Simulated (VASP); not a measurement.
# HfO2 (P1) in VASP: single point with PBEsol

Aim: the single point of HfO2 with PBEsol.

Program: VASP 6.6.1. These are calculated values, not measurements. Logs are shortened: lines on timing, memory, paths and dates and some standing lists are left out, and cuts for length are marked.

## Step 1: The cell of the first run

The typed cell holds 18 atoms: a = 5.040 Å, b = 5.180 Å, c = 7.968 Å, α = 90.00°, β = 108.43°, γ = 90.00°.

## Step 2: Single point, PBEsol

Contents of INCAR:

```
SYSTEM = HfO2
  ALGO = Normal
  EDIFF = 1E-6
  ENCUT = 520
  GGA = PS
  GGA_COMPAT = .False.
  ISIF = 2
  ISMEAR = -1
  ISYM = -1
  LASPH = .True.
  LCHARG = .True.
  LELF = .True.
  LREAL = Auto
  LVHAR = .True.
  LWAVE = .False.
  NBANDS = 81
  NELM = 120
  PREC = Accurate
  SIGMA = 0.0388
```

Contents of KPOINTS:

```
explicit points
4
Reciprocal
  0.25000000   0.25000000   0.25000000 2
  0.25000000   0.25000000   0.75000000 2
  0.25000000   0.75000000   0.25000000 2
  0.25000000   0.75000000   0.75000000 2
```

Contents of POSCAR:

```
HfO2
1.0
   -3.5635770000     -3.5635770000      0.0000000000
    0.0000000000      0.0000000000      5.1799400000
   -3.5635770000      7.1271540000      0.0000000000
Hf O
6 12
Direct
    0.1658964200      0.5048672378      0.3333673815
    0.8295637595      0.4945491647      0.6617467973
    0.5029897394      0.5079950733      0.0063103262
    0.6689246039      0.0029214624      0.3321479139
    0.3439520646     -0.0043149148      0.6780154697
   -0.0051492269      0.0273752206      0.0004051173
    0.4982080271      0.6722494855      0.5006333056
    0.1423961561      0.7086591737      0.8368115333
    0.8278705170      0.7152190952      0.1791047778
    0.3251620493      0.8089377483      0.1534435765
    0.0207635942      0.7707869203      0.5034577149
    0.6631755116      0.8063940895      0.8463563436
    0.3321856101      0.3008351448      0.1729899480
   -0.0022761774      0.2949700190      0.4957458007
    0.6503496347      0.2807910902      0.8375985702
    0.4997271936      0.1764757893      0.5023098046
    0.1670536842      0.2175926748      0.8328988916
    0.8197449735      0.1962671382      0.1657162639
```

Potentials or basis: VASP PAW PBE potentials, release 64 (Hf_pv, O).

The run is started by

```console
> cat potpaw_PBE.64/Hf_pv/POTCAR potpaw_PBE.64/O/POTCAR > POTCAR
> mpirun -np 1 vasp_std > vasp.out
```

OUTCAR:

```text
SYSTEM = HfO2
   EDIFF = 1E-6
   ENCUT = 520
   GGA = PS
   ISIF = 2
   ISMEAR = -1
   ISYM = -1
   LASPH = .True.
   LREAL = Auto
   NELM = 120
   PREC = Accurate

 ion  position               nearest neighbor table
   1  0.166  0.505  0.333-   7 1.98  13 2.03  14 2.07   9 2.07  11 2.21  10 2.43  18 2.43  16 2.47
                             3 3.53   6 3.53   3 3.53   2 3.54   2 3.54   4 3.59   4 3.61   4 3.62
   2  0.830  0.495  0.662-   7 1.98  14 2.06   8 2.07  15 2.19  11 2.31  17 2.31  16 2.40  12 2.50
                             6 3.52   1 3.54   1 3.54   4 3.56   5 3.59   5 3.60   3 3.62   4 3.63
   3  0.503  0.508  0.006-   9 2.07  15 2.09  13 2.09   8 2.16  10 2.30  12 2.31  18 2.34  17 2.36
                             6 3.52   1 3.53   1 3.53   5 3.54   4 3.56   6 3.56   4 3.59   2 3.62
   4  0.669  0.003  0.332-  18 1.99  16 2.03  10 2.12  11 2.22   9 2.23  14 2.32  13 2.35   7 2.49
                             6 3.53   3 3.56   2 3.56   6 3.59   3 3.59   1 3.59   1 3.61   1 3.62
   5  0.344  0.996  0.678-  12 2.00  16 2.04  17 2.08  11 2.12  15 2.22   8 2.38  14 2.44   7 2.47
                             6 3.47   3 3.54   6 3.55   2 3.59   2 3.60   4 3.62   2 3.63   3 3.63
   6  0.995  0.027  0.000-  18 2.00  17 2.06  10 2.06  12 2.08  15 2.24  13 2.30   8 2.36   9 2.47
                             5 3.47   2 3.52   3 3.52   4 3.53   1 3.53   5 3.55   3 3.56   4 3.59
   7  0.498  0.672  0.501-   1 1.98   2 1.98   5 2.47   4 2.49
   8  0.142  0.709  0.837-   2 2.07   3 2.16   6 2.36   5 2.38
   9  0.828  0.715  0.179-   1 2.07   3 2.07   4 2.23   6 2.47
  10  0.325  0.809  0.153-   6 2.06   4 2.12   3 2.30   1 2.43
  11  0.021  0.771  0.503-   5 2.12   1 2.21   4 2.22   2 2.31
  12  0.663  0.806  0.846-   5 2.00   6 2.08   3 2.31   2 2.50
  13  0.332  0.301  0.173-   1 2.03   3 2.09   6 2.30   4 2.35
  14  0.998  0.295  0.496-   2 2.06   1 2.07   4 2.32   5 2.44
  15  0.650  0.281  0.838-   3 2.09   2 2.19   5 2.22   6 2.24
  16  0.500  0.176  0.502-   4 2.03   5 2.04   2 2.40   1 2.47
  17  0.167  0.218  0.833-   6 2.06   5 2.08   2 2.31   3 2.36
  18  0.820  0.196  0.166-   4 1.99   6 2.00   3 2.34   1 2.43

IMPORTANT INFORMATION: All symmetrisations will be switched off!
NOSYMM: (Re-)initialisation of all symmetry stuff for point group C_1.

----------------------------------------------------------------------------------------

                                     Primitive cell

  volume of cell :     197.3414

  direct lattice vectors                    reciprocal lattice vectors
    -3.563577000 -3.563577000  0.000000000    -0.187077946 -0.093538973  0.000000000
     0.000000000  0.000000000  5.179940000     0.000000000  0.000000000  0.193052429
    -3.563577000  7.127154000  0.000000000    -0.093538973  0.093538973  0.000000000

  length of vectors
     5.039658924  5.179940000  7.968400415     0.209159503  0.193052429  0.132284084

  position of ions in fractional coordinates (direct lattice)
     0.165896420  0.504867238  0.333367381
     0.829563759  0.494549165  0.661746797
     0.502989739  0.507995073  0.006310326
     0.668924604  0.002921462  0.332147914
     0.343952065  0.995685085  0.678015470
     0.994850773  0.027375221  0.000405117
[... 10 lines left out ...]
     0.167053684  0.217592675  0.832898892
     0.819744974  0.196267138  0.165716264

  ion indices of the primitive-cell ions
   primitive index   ion index
                 1           1
                 2           2
                 3           3
                 4           4
                 5           5
                 6           6
[... 10 lines left out ...]
                17          17
                18          18

----------------------------------------------------------------------------------------

 KPOINTS: explicit points

Read explicit list of k-points.

 Found      4 k-points:

 Following reciprocal coordinates:
            Coordinates               Weight
  0.250000  0.250000  0.250000      0.250000
  0.250000  0.250000  0.750000      0.250000
  0.250000  0.750000  0.250000      0.250000
  0.250000  0.750000  0.750000      0.250000
   k-points           NKPTS =      4   k-points in BZ     NKDIM =      4   number of bands    NBANDS=     81
   number of dos      NEDOS =    301   number of ions     NIONS =     18
   total plane-waves  NPLWV =  96000
   dimension x,y,z NGX =    40 NGY =   40 NGZ =   60
   dimension x,y,z NGXF=    80 NGYF=   80 NGZF=  120
   ions per type =               6  12
   NGX,Y,Z   is equivalent  to a cutoff of  13.20, 12.84, 12.52 a.u.
   NGXF,Y,Z  is equivalent  to a cutoff of  26.39, 25.68, 25.04 a.u.
 SYSTEM =  HfO2
   PREC   = accura    normal or accurate (medium, high low for compatibility)
   ISTART =      0    job   : 0-new  1-cont  2-samecut
   ICHARG =      2    charge: 1-file 2-atom 10-const
   ISPIN  =      1    spin polarized calculation?
   LNONCOLLINEAR =      F non collinear calculations
   LSORBIT =      F    spin-orbit coupling
   LASPH  =      T    aspherical Exc in radial PAW
   ENCUT  =  520.0 eV  38.22 Ry    6.18 a.u.   9.37  9.63 14.82*2*pi/ulx,y,z
   NELM   =    120;   NELMIN=  2; NELMDL= -5     # of ELM steps
   EDIFF  = 0.1E-05   stopping-criterion for ELM
   LREAL  =      T    real-space projection
   EDIFFG = 0.1E-04   stopping-criterion for IOM
   NSW    =      0    number of steps for IOM
   IBRION =     -1    ionic relax: 0-MD 1-quasi-New 2-CG
   NFREE  =      0    steps in history (QN), initial steepest desc. (CG)
   ISIF   =      2    stress and relaxation
   ISYM   =     -1    0-nonsym 1-usesym 2-fastsym
   POTIM  = 0.5000    time-step for ionic-motion
   TEBEG  =    0.0;   TEEND  =   0.0 temperature during run
   PSTRESS=    0.0 pullay stress
   NELECT =     132.0000    total number of electrons
   NUPDOWN=      -1.0000    fix difference up-down
   EMIN   =  10.00;   EMAX   =-10.00  energy-range for DOS
   EFERMI =   0.00;   METHOD = LEGACY
   ISMEAR =    -1;   SIGMA  =   0.04  broadening in eV -4-tet -1-fermi 0-gaus
   EFERMI_NEDOS =   21; number of points for ismear=-14 and -15
   IALGO  =     38    algorithm
   IMIX   =      4    mixing-type and parameters
     AMIX     =   0.40;   BMIX     =  1.00
     AMIX_MAG =   1.60;   BMIX_MAG =  1.00
  volume/ion in A,a.u.               =      10.96        73.98
  Fermi-wavevector in a.u.,A,eV,Ry     =   1.431726  2.705571 27.889775  2.049841
  Thomas-Fermi vector in A             =   2.551432
   LORBIT       =      0    0 simple, 1 ext, 2 COOP (PROOUT), +10 PAW based schemes
   GGA     = PS    functional components
   LHFCALC =     F    Hartree Fock is set to
   AEXX    =    0.0000 exact exchange contribution
   IVDW    =     0    specifies the selected vdW correction
   LEPSILON=     F    determine dielectric tensor
   LRPA    =     F    only Hartree local field effects (RPA)
 non-spin polarized calculation
  energy-cutoff  :      520.00
  volume of cell :      197.34
 maximum number of plane-waves:      5319
 NGX is ok and might be reduce to    40
   NGX = 19   NGY = 19   NGZ = 29

 number of electron     131.9999992 magnetization

 Free energy of the ion-electron system (eV)
  ---------------------------------------------------
  ext. energy  EPLUGINS =         0.00000000
  ---------------------------------------------------
  free energy    TOTEN  =      -189.52175540 eV

  energy without entropy =     -189.52175540  energy(sigma->0) =     -189.52175540

 E-fermi :   4.3285     XC(G=0): -12.0405

 val. band max:        3.4044049878   @ k =   0.2500   0.7500   0.7500
 cond. band min:       8.2234645551   @ k =   0.2500   0.7500   0.2500
 fundamental gap:      4.8190595673
 Fermi energy:         4.3284876812

 k-point     1 :       0.2500    0.2500    0.2500
  band No.  band energies     occupation
      1     -25.9679      2.00000
      2     -25.9518      2.00000
      3     -25.9375      2.00000
      4     -25.8900      2.00000
      5     -25.8309      2.00000
      6     -25.8162      2.00000
[... 70 lines left out ...]
     77       9.4054      0.00000
     78       9.5840      0.00000

 k-point     2 :       0.2500    0.2500    0.7500
  band No.  band energies     occupation
      1     -25.9754      2.00000
      2     -25.9529      2.00000
      3     -25.9428      2.00000
      4     -25.9156      2.00000
      5     -25.8447      2.00000
      6     -25.7611      2.00000
[... 70 lines left out ...]
     77       9.2373      0.00000
     78       9.4021      0.00000

 k-point     3 :       0.2500    0.7500    0.2500
  band No.  band energies     occupation
      1     -25.9900      2.00000
      2     -25.9621      2.00000
      3     -25.9154      2.00000
      4     -25.8646      2.00000
      5     -25.8135      2.00000
      6     -25.7850      2.00000
[... 70 lines left out ...]
     77       9.3448      0.00000
     78       9.5562      0.00000

 k-point     4 :       0.2500    0.7500    0.7500
  band No.  band energies     occupation
      1     -25.9838      2.00000
      2     -25.9663      2.00000
      3     -25.9425      2.00000
      4     -25.8806      2.00000
      5     -25.8344      2.00000
      6     -25.7623      2.00000
[... 70 lines left out ...]
     77       9.2967      0.00000
     78       9.3496      0.00000
 [bands above 78 left out]

------------------------ aborting loop because EDIFF is reached ----------------------------------------

  FORCE on cell =-STRESS in cart. coord.  units (eV):
  Direction    XX          YY          ZZ          XY          YZ          ZX
  --------------------------------------------------------------------------------------
  -------------------------------------------------------------------------------------
  Total       -2.4477213     -0.1469506     -4.5699748     -0.2792675      1.8682737      0.6971349
  in kB      -19.8725807     -1.1930637    -37.1027505     -2.2673196     15.1681563      5.6599045
  external PRESSURE =     -19.3894650 kB  Pullay stress =       0.0000000 kB

 VOLUME and BASIS-vectors are now :
 -----------------------------------------------------------------------------
  energy-cutoff  :      520.00
  volume of cell :      197.34
      direct lattice vectors                 reciprocal lattice vectors
    -3.563577000 -3.563577000  0.000000000    -0.187077946 -0.093538973  0.000000000
     0.000000000  0.000000000  5.179940000     0.000000000  0.000000000  0.193052429
    -3.563577000  7.127154000  0.000000000    -0.093538973  0.093538973  0.000000000

 POSITION                                       TOTAL-FORCE (eV/Angst)
 -----------------------------------------------------------------------------------
     -1.77916      1.78478      2.61518         0.612053      1.034774     -0.033492
     -5.31440      1.76016      2.56174        -1.323975     -0.258729     -0.391401
     -1.81493     -1.74747      2.63138         1.007952      0.215098      0.604293
     -3.56740     -0.01650      0.01513        -0.409002      0.127982     -1.180259
     -3.64186      3.60662      5.15759         1.180228      0.566075     -0.127479
     -3.54667     -3.54234      0.14180        -0.087674     -1.008593     -1.486914
[... 10 lines left out ...]
     -3.56341      5.34089      1.12712         0.322465      0.457154     -0.296816
     -3.51177     -1.74014      1.01665        -0.107278     -0.181251      1.527083
 -----------------------------------------------------------------------------------
    total drift:                               -0.005481     -0.006473      0.001258

  FREE ENERGIE OF THE ION-ELECTRON SYSTEM (eV)
  ---------------------------------------------------
  free  energy   TOTEN  =      -189.5217553963 eV

  energy  without entropy=     -189.5217553963  energy(sigma->0) =     -189.52175540
```

Wall time 87 s (1 thread of Intel Xeon Platinum 8488C (Sapphire Rapids), shared host); peak memory 0.3 GiB.

Results:

```yaml
Free_energy: -189.5218 eV
Pressure: -1.9 GPa
Largest_force: 1.941 eV/Å
Band_gap_on_the_k_mesh: 4.82 eV
```

Forces on the atoms (eV/Å):
```
Hf   0.612  1.035 -0.033
Hf  -1.324 -0.259 -0.391
Hf   1.008  0.215  0.604
Hf  -0.409  0.128 -1.180
Hf   1.180  0.566 -0.127
Hf  -0.088 -1.009 -1.487
O   -0.536 -0.446  1.094
O   -0.527 -0.607 -0.176
O    0.150 -0.423 -0.975
O   -1.060  0.727 -0.138
O    0.722  0.875  1.575
O    0.315  0.130 -1.145
O    0.193 -0.575  0.098
O    0.260  0.257 -0.690
O   -0.414 -1.064  1.555
O   -0.296  0.174  0.187
O    0.322  0.457 -0.297
O   -0.107 -0.181  1.527
```

Caveat: the atoms stand as in a frame of molecular dynamics; the PAW data sets were made with another functional, which shifts forces and pressure a little; spin-orbit coupling is left out, which moves the levels of the heavy elements; a shifted mesh leaves out Γ, where band edges can lie. A k mesh can miss the band edges.
